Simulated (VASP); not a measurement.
# Hf (P6_3/mmc) in VASP: further runs

The runs below take Hf through single point, relaxation of cell and atoms, with PBE.

All numbers are computed with VASP 6.6.1; they aren't measurements. Logs are shortened: lines on timing, memory, paths and dates and some standing lists are left out, and cuts for length are marked.

## (1) The cell of the first run

It takes space group P6_3/mmc (No. 194, hexagonal). Conventional cell: a = 3.203 Å, b = 3.203 Å, c = 5.082 Å, α = 90.00°, β = 90.00°, γ = 120.00°. Hf (site symmetry -6m2) has 12 Hf at 3.14 to 3.20 Å within 4.1 Å.

## (2) Single point, PBE

Input file INCAR:

```
SYSTEM = Hf
PREC     = Accurate       ! precision mode
ENCUT    = 520            ! plane-wave cutoff, eV
EDIFF    = 1E-6           ! SCF threshold, eV
ISMEAR   = -1             ! smearing method
SIGMA    = 0.15           ! smearing width, eV
LREAL    = .FALSE.        ! projectors in reciprocal space
LASPH    = .TRUE.         ! aspherical terms in the spheres
NELM     = 80             ! most SCF steps
ALGO     = Fast           ! electronic algorithm
ISIF     = 2              ! what is computed and relaxed
LWAVE    = .FALSE.        ! write WAVECAR
LCHARG   = .FALSE.        ! write CHGCAR
GGA      = PE             ! functional
NBANDS   = 17             ! bands
```

Input file KPOINTS:

```
Automatic mesh
0
G
  15 15 8
  0 0 0
```

Input file POSCAR:

```
Hf
1.0
    3.2030126742      0.0000000000      0.0000000000
   -1.6015063371      2.7738903445      0.0000000000
    0.0000000000      0.0000000000      5.0816172097
Hf
2
Direct
    0.3333333333      0.6666666667      0.2500000000
    0.6666666667      0.3333333333      0.7500000000
```

Potentials or basis: VASP PAW PBE potentials, release 64 (Hf_pv).

Run with:

```
$ cat potpaw_PBE.64/Hf_pv/POTCAR > POTCAR
$ mpirun -np 1 vasp_std > vasp.out
```

OUTCAR:

```text
SYSTEM = Hf
   PREC = Accurate
   ENCUT = 520
   EDIFF = 1E-6
   ISMEAR = -1
   LREAL = .FALSE.
   LASPH = .TRUE.
   NELM = 80
   ISIF = 2
   GGA = PE

 ion  position               nearest neighbor table
   1  0.333  0.667  0.250-   2 3.14   2 3.14   2 3.14   2 3.14   2 3.14   2 3.14
   2  0.667  0.333  0.750-   1 3.14   1 3.14   1 3.14   1 3.14   1 3.14   1 3.14

  LATTYP: Found a hexagonal cell.
 ALAT       =     3.2030126742
 C/A-ratio  =     1.5865117396

  Lattice vectors:

 A1 = (   3.2030126742,   0.0000000000,   0.0000000000)
 A2 = (  -1.6015063371,   2.7738903445,   0.0000000000)
 A3 = (   0.0000000000,   0.0000000000,   5.0816172097)

Analysis of symmetry for initial positions (statically):
=====================================================================
 Subroutine PRICEL returns:
 Original cell was already a primitive cell.

 Routine SETGRP: Setting up the symmetry group for a
 hexagonal supercell.

 Subroutine GETGRP returns: Found 24 space group operations
 (whereof 12 operations were pure point group operations)
 out of a pool of 24 trial point group operations.

The static configuration has the point symmetry D_3d.
 The point group associated with its full space group is D_6h.

Analysis of symmetry for dynamics (positions and initial velocities):
=====================================================================
 Subroutine PRICEL returns:
 Original cell was already a primitive cell.

 Routine SETGRP: Setting up the symmetry group for a
 hexagonal supercell.

 Subroutine GETGRP returns: Found 24 space group operations
 (whereof 12 operations were pure point group operations)
 out of a pool of 24 trial point group operations.

The dynamic configuration has the point symmetry D_3d.
 The point group associated with its full space group is D_6h.

 Subroutine INISYM returns: Found 24 space group operations
 (whereof 12 operations are pure point group operations),
 and found     1 'primitive' translations

----------------------------------------------------------------------------------------

                                     Primitive cell

[... 71 lines left out ...]
 [... further k-points ...]
   k-points           NKPTS =    135   k-points in BZ     NKDIM =    135   number of bands    NBANDS=     17
   number of dos      NEDOS =    301   number of ions     NIONS =      2
   total plane-waves  NPLWV =  23040
   dimension x,y,z NGX =    24 NGY =   24 NGZ =   40
   dimension x,y,z NGXF=    48 NGYF=   48 NGZF=   80
   ions per type =               2
   NGX,Y,Z   is equivalent  to a cutoff of  12.46, 12.46, 13.09 a.u.
   NGXF,Y,Z  is equivalent  to a cutoff of  24.91, 24.91, 26.17 a.u.
 SYSTEM =  Hf
   PREC   = accura    normal or accurate (medium, high low for compatibility)
   ISTART =      0    job   : 0-new  1-cont  2-samecut
   ICHARG =      2    charge: 1-file 2-atom 10-const
   ISPIN  =      1    spin polarized calculation?
   LNONCOLLINEAR =      F non collinear calculations
   LSORBIT =      F    spin-orbit coupling
   LASPH  =      T    aspherical Exc in radial PAW
   ENCUT  =  520.0 eV  38.22 Ry    6.18 a.u.   5.96  5.96  9.45*2*pi/ulx,y,z
   NELM   =     80;   NELMIN=  2; NELMDL= -5     # of ELM steps
   EDIFF  = 0.1E-05   stopping-criterion for ELM
   LREAL  =      F    real-space projection
[... 7 lines left out ...]
   TEBEG  =    0.0;   TEEND  =   0.0 temperature during run
   PSTRESS=    0.0 pullay stress
   NELECT =      20.0000    total number of electrons
   NUPDOWN=      -1.0000    fix difference up-down
   EMIN   =  10.00;   EMAX   =-10.00  energy-range for DOS
   EFERMI =   0.00;   METHOD = LEGACY
   ISMEAR =    -1;   SIGMA  =   0.15  broadening in eV -4-tet -1-fermi 0-gaus
   EFERMI_NEDOS =   21; number of points for ismear=-14 and -15
   IALGO  =     68    algorithm
   IMIX   =      4    mixing-type and parameters
     AMIX     =   0.40;   BMIX     =  1.00
     AMIX_MAG =   1.60;   BMIX_MAG =  1.00
  volume/ion in A,a.u.               =      22.57       152.34
  Fermi-wavevector in a.u.,A,eV,Ry     =   1.247962  2.358307 21.189855  1.557410
  Thomas-Fermi vector in A             =   2.382071
   LORBIT       =      0    0 simple, 1 ext, 2 COOP (PROOUT), +10 PAW based schemes
   GGA     = PE    functional components
   LHFCALC =     F    Hartree Fock is set to
   AEXX    =    0.0000 exact exchange contribution
   IVDW    =     0    specifies the selected vdW correction
   LEPSILON=     F    determine dielectric tensor
   LRPA    =     F    only Hartree local field effects (RPA)
 non-spin polarized calculation
 RMM-DIIS sequential band-by-band and
  energy-cutoff  :      520.00
  volume of cell :       45.15
 maximum number of plane-waves:      1236
 NGX is ok and might be reduce to    24
   NGX = 11   NGY = 11   NGZ = 19

 number of electron      20.0000006 magnetization

 Free energy of the ion-electron system (eV)
  ---------------------------------------------------
  ext. energy  EPLUGINS =         0.00000000
  ---------------------------------------------------
  free energy    TOTEN  =       -19.91324525 eV

  energy without entropy =      -19.77305268  energy(sigma->0) =      -19.84314897

 E-fermi :   4.8171     XC(G=0): -11.2418

 val. band max:        4.7969491409   @ k =   0.0000   0.0000   0.3750
 cond. band min:       4.8217870061   @ k =   0.1333  -0.0000   0.0000
 fundamental gap:      0.0248378652
 Fermi energy:         4.8170623709

 k-point     1 :       0.0000    0.0000    0.0000
  band No.  band energies     occupation
      1     -26.2103      2.00000
      2     -25.4978      2.00000
      3     -25.4978      2.00000
      4     -25.3754      2.00000
      5     -25.3754      2.00000
      6     -25.3738      2.00000
[... 457 lines left out ...]
      4     -25.7669      2.00000
      5     -25.6307      2.00000
      6     -25.5894      2.00000
[... 9 lines left out ...]
     16      10.7185      0.00000
     17      11.3078      0.00000

 [... further k-points ...]
[... 5 lines left out ...]
  --------------------------------------------------------------------------------------
  -------------------------------------------------------------------------------------
  Total       -0.1115414     -0.1115414     -0.1382111      0.0000000      0.0000000      0.0000000
  in kB       -3.9581908     -3.9581908     -4.9045998      0.0000000      0.0000000      0.0000000
  external PRESSURE =      -4.2736605 kB  Pullay stress =       0.0000000 kB

 VOLUME and BASIS-vectors are now :
 -----------------------------------------------------------------------------
  energy-cutoff  :      520.00
  volume of cell :       45.15
      direct lattice vectors                 reciprocal lattice vectors
     3.203012674  0.000000000  0.000000000     0.312206070  0.180252259  0.000000000
    -1.601506337  2.773890344  0.000000000     0.000000000  0.360504517  0.000000000
     0.000000000  0.000000000  5.081617210     0.000000000  0.000000000  0.196787747

 POSITION                                       TOTAL-FORCE (eV/Angst)
 -----------------------------------------------------------------------------------
     -0.00000      1.84926      1.27040        -0.000000      0.000000      0.000000
      1.60151      0.92463      3.81121         0.000000     -0.000000      0.000000
 -----------------------------------------------------------------------------------
    total drift:                                0.000000     -0.000000      0.000000

  FREE ENERGIE OF THE ION-ELECTRON SYSTEM (eV)
  ---------------------------------------------------
  free  energy   TOTEN  =       -19.9132452480 eV

  energy  without entropy=      -19.7730526824  energy(sigma->0) =      -19.84314897
```

OSZICAR:

```text
N       E                     dE             d eps       ncg     rms          rms(c)
DAV:   1     0.503130326742E+02    0.50313E+02   -0.11415E+04  4598   0.112E+03
DAV:   2    -0.187178091388E+02   -0.69031E+02   -0.67318E+02  5989   0.248E+02
DAV:   3    -0.206150885031E+02   -0.18973E+01   -0.18782E+01  5841   0.273E+01
DAV:   4    -0.206318310254E+02   -0.16743E-01   -0.16720E-01  5883   0.302E+00
DAV:   5    -0.206320006597E+02   -0.16963E-03   -0.16959E-03  5882   0.271E-01    0.646E+01
RMM:   6    -0.201008878129E+02    0.53111E+00   -0.44214E-01  4603   0.403E+00    0.386E+01
RMM:   7    -0.199211464026E+02    0.17974E+00   -0.10441E+00  5244   0.616E+00    0.193E+00
RMM:   8    -0.199118802495E+02    0.92662E-02   -0.90979E-02  5043   0.213E+00    0.235E-01
RMM:   9    -0.199131399236E+02   -0.12597E-02   -0.14027E-02  6437   0.755E-01    0.456E-01
RMM:  10    -0.199133872321E+02   -0.24731E-03   -0.19522E-03  6540   0.283E-01    0.833E-01
RMM:  11    -0.199134009543E+02   -0.13722E-04   -0.23867E-04  6599   0.111E-01    0.755E-01
RMM:  12    -0.199132577818E+02    0.14317E-03   -0.17254E-04  5189   0.806E-02    0.182E-01
RMM:  13    -0.199132477829E+02    0.99989E-05   -0.36954E-05  5413   0.393E-02    0.111E-01
RMM:  14    -0.199132458234E+02    0.19594E-05   -0.75073E-06  5881   0.190E-02    0.506E-02
RMM:  15    -0.199132450334E+02    0.78999E-06   -0.10384E-05  5164   0.207E-02    0.326E-03
RMM:  16    -0.199132452480E+02   -0.21459E-06   -0.12418E-06  3507   0.875E-03
   1 F= -.19913245E+02 E0= -.19843149E+02  d E =-.140193E+00
```

stdout:

```text
POSCAR found type information on POSCAR Hf
 POSCAR found :  1 types and       2 ions
 scaLAPACK will be used
 LDA part: xc-table for (Slater+PW92), standard interpolation
 POSCAR, INCAR and KPOINTS ok, starting setup
 FFT: planning ... GRIDC
 FFT: planning ... GRID_SOFT
 FFT: planning ... GRID
 WAVECAR not read
 entering main loop
```

Wall time 42 s (1 thread of Intel Xeon 6975P-C (Granite Rapids), shared host); peak memory 0.21 GiB.

What came out:

| Quantity | Value |
| --- | --- |
| Free energy | -19.9132 eV |
| Pressure | -0.4 GPa |
| Band gap on the k mesh | zero (bands 10 and 11 overlap by 1.61 eV) |

Levels at points of the mesh, in eV from the Fermi level:
```csv
k point,band 6,band 7,band 8,band 9,band 10,band 11,band 12,band 13,band 14,band 15
"(0.00, 0.00, 0.00)",-30.19,-7.31,-3.65,0.63,1.22,1.22,1.47,2.03,2.03,2.68
"(0.00, 0.00, 0.50)",-30.25,-5.36,-5.36,0.18,0.18,1.12,1.12,1.12,1.12,4.80
```

Caveat: spin-orbit coupling is left out, which moves the levels of the heavy elements.

## (3) Relaxation of cell and atoms, PBE

Input file INCAR:

```
PREC = Accurate ; ENCUT = 600
EDIFF = 1E-6 ; ISMEAR = -1
SIGMA = 0.15 ; LREAL = F
LASPH = T ; NELM = 100
ALGO = Fast ; ISIF = 3
LWAVE = F ; LCHARG = F
GGA = PE ; IBRION = 2
NSW = 80 ; EDIFFG = -0.001
```

Input file KPOINTS:

```
Automatic mesh
0
Gamma
  15 15 8
```

Input file POSCAR:

```
Hf
1.0
    3.2048170805      0.0000000000      0.0000000000
   -1.6024085402      2.7754530062      0.0000000000
    0.0000000000      0.0000000000      5.0676930647
Hf
2
Direct
    0.3333333333      0.6666666667      0.2500000000
    0.6666666667      0.3333333333      0.7500000000
```

Potentials or basis: VASP PAW PBE potentials, release 64 (Hf_pv).

Run with:

```
$ cat potpaw_PBE.64/Hf_pv/POTCAR > POTCAR
$ mpirun -np 1 vasp_std > vasp.out
```

OUTCAR:

```text
PREC = Accurate
   ENCUT = 600
   EDIFF = 1E-6
   ISMEAR = -1
   LREAL = F
   LASPH = T
   NELM = 100
   ISIF = 3
   GGA = PE
   IBRION = 2
   NSW = 80
   EDIFFG = -0.001

 ion  position               nearest neighbor table
   1  0.333  0.667  0.250-   2 3.14   2 3.14   2 3.14   2 3.14   2 3.14   2 3.14
   2  0.667  0.333  0.750-   1 3.14   1 3.14   1 3.14   1 3.14   1 3.14   1 3.14

  LATTYP: Found a hexagonal cell.
 ALAT       =     3.2048170805
 C/A-ratio  =     1.5812737318

  Lattice vectors:

 A1 = (   3.2048170805,   0.0000000000,   0.0000000000)
 A2 = (  -1.6024085402,   2.7754530062,   0.0000000000)
 A3 = (   0.0000000000,   0.0000000000,   5.0676930647)

Analysis of symmetry for initial positions (statically):
=====================================================================
 Subroutine PRICEL returns:
 Original cell was already a primitive cell.

 Routine SETGRP: Setting up the symmetry group for a
 hexagonal supercell.

 Subroutine GETGRP returns: Found 24 space group operations
 (whereof 12 operations were pure point group operations)
 out of a pool of 24 trial point group operations.

The static configuration has the point symmetry D_3d.
 The point group associated with its full space group is D_6h.

Analysis of symmetry for dynamics (positions and initial velocities):
=====================================================================
[... 447 lines left out ...]
--------------------------------------- Ionic step        9  -------------------------------------------

 number of electron      20.0000002 magnetization

 Free energy of the ion-electron system (eV)
  ---------------------------------------------------
  ext. energy  EPLUGINS =         0.00000000
  ---------------------------------------------------
  free energy    TOTEN  =       -19.91392619 eV

  energy without entropy =      -19.77444355  energy(sigma->0) =      -19.84418487

 E-fermi :   4.8444     XC(G=0): -11.2598

 val. band max:        4.8277788158   @ k =   0.0000   0.0000   0.3750
 cond. band min:       4.8587884516   @ k =   0.3333   0.2667   0.3750
 fundamental gap:      0.0310096358
 Fermi energy:         4.8443850731

 k-point     1 :       0.0000    0.0000    0.0000
  band No.  band energies     occupation
      1     -26.1801      2.00000
      2     -25.4581      2.00000
      3     -25.4581      2.00000
      4     -25.3338      2.00000
      5     -25.3338      2.00000
      6     -25.3313      2.00000
      7      -2.4809      2.00000
      8       1.1823      2.00000
      9       5.4929      0.02617
     10       6.0669      0.00058
     11       6.0669      0.00058
     12       6.3227      0.00010
     13       6.8763      0.00000
     14       6.8763      0.00000
[... 377 lines left out ...]
      1     -25.9633      2.00000
      2     -25.8241      2.00000
      3     -25.7629      2.00000
      4     -25.7305      2.00000
      5     -25.5922      2.00000
      6     -25.5502      2.00000
      7       2.3130      2.00000
      8       2.7569      2.00000
      9       2.9341      1.99999
     10       3.6599      1.99926
     11       5.2915      0.09663
     12       5.5207      0.02179
     13       6.7204      0.00001
     14       9.9105      0.00000

 [... further k-points ...]
[... 5 lines left out ...]
  --------------------------------------------------------------------------------------
  -------------------------------------------------------------------------------------
  Total        0.0005166      0.0005166      0.0014281      0.0000000      0.0000000     -0.0000000
  in kB        0.0184070      0.0184070      0.0508798      0.0000000      0.0000000     -0.0000000
  external PRESSURE =       0.0292313 kB  Pullay stress =       0.0000000 kB
[... 17 lines left out ...]
  FREE ENERGIE OF THE ION-ELECTRON SYSTEM (eV)
  ---------------------------------------------------
  free  energy   TOTEN  =       -19.9139261853 eV

  energy  without entropy=      -19.7744435473  energy(sigma->0) =      -19.84418487

 reached required accuracy - stopping structural energy minimisation
```

CONTCAR:

```text
Hf
   1.00000000000000
     3.1993584452518657   -0.0000000000000982    0.0000000000000000
    -1.5996792225761032    2.7707256894051473   -0.0000000000000000
     0.0000000000000000    0.0000000000000000    5.0729596523635729
  Hf
     2
Direct
     0.3333333332999970    0.6666666667000030    0.2500000000000000
     0.6666666667000030    0.3333333332999970    0.7500000000000000

  0.00000000E+00  0.00000000E+00  0.00000000E+00
  0.00000000E+00  0.00000000E+00  0.00000000E+00
```

It took 2.6 min on 1 thread of Intel Xeon 6975P-C (Granite Rapids), shared host; peak memory 0.25 GiB.

What came out:

```
Free energy                           : -19.9139 eV
Relaxed volume                        : 22.48 Å³/atom
Relaxed cell                          : a = 3.199 Å, b = 3.199 Å, c = 5.073 Å, α = 90.00°, β = 90.00°, γ = 120.00°
Space group after relaxing (to 0.1 Å) : P6_3/mmc (No. 194)
Energy gained by relaxing             : 0.1 meV/atom
Ionic steps                           : 9
Pressure after relaxing               : 0.0 GPa
Band gap on the k mesh                : zero (bands 10 and 11 overlap by 1.62 eV)
```

The path:
| step | energy change (eV) | largest force (eV/Å) | pressure (GPa) | volume (Å³) |
| --- | --- | --- | --- | --- |
| 1 | 0.0000 | 0.0000 | -0.25 | 45.08 |
| 2 | -0.0001 | 0.0000 | 0.32 | 44.85 |
| 3 | -0.0001 | 0.0000 | 0.13 | 44.95 |
| 4 | -0.0001 | 0.0000 | 0.01 | 44.97 |
| 5 | -0.0001 | 0.0000 | 0.01 | 44.96 |
| 6 | -0.0001 | 0.0000 | 0.03 | 44.95 |
| 7 | -0.0001 | 0.0000 | 0.01 | 44.95 |
| 8 | -0.0002 | 0.0000 | 0.01 | 44.96 |
| 9 | -0.0002 | 0.0000 | 0.00 | 44.97 |

Final structure:
```yaml
crystal:
  lattice:
    - [3.19936, 0.00000, 0.00000]
    - [-1.59968, 2.77073, 0.00000]
    - [0.00000, 0.00000, 5.07296]
  atoms:
    - { symbol: Hf, position: [0.33333, 0.66667, 0.25000] }
    - { symbol: Hf, position: [0.66667, 0.33333, 0.75000] }
```

Caveat: spin-orbit coupling is left out, which moves the levels of the heavy elements.

The gap in the log of VASP goes by the Fermi energy; the results here count the filled bands.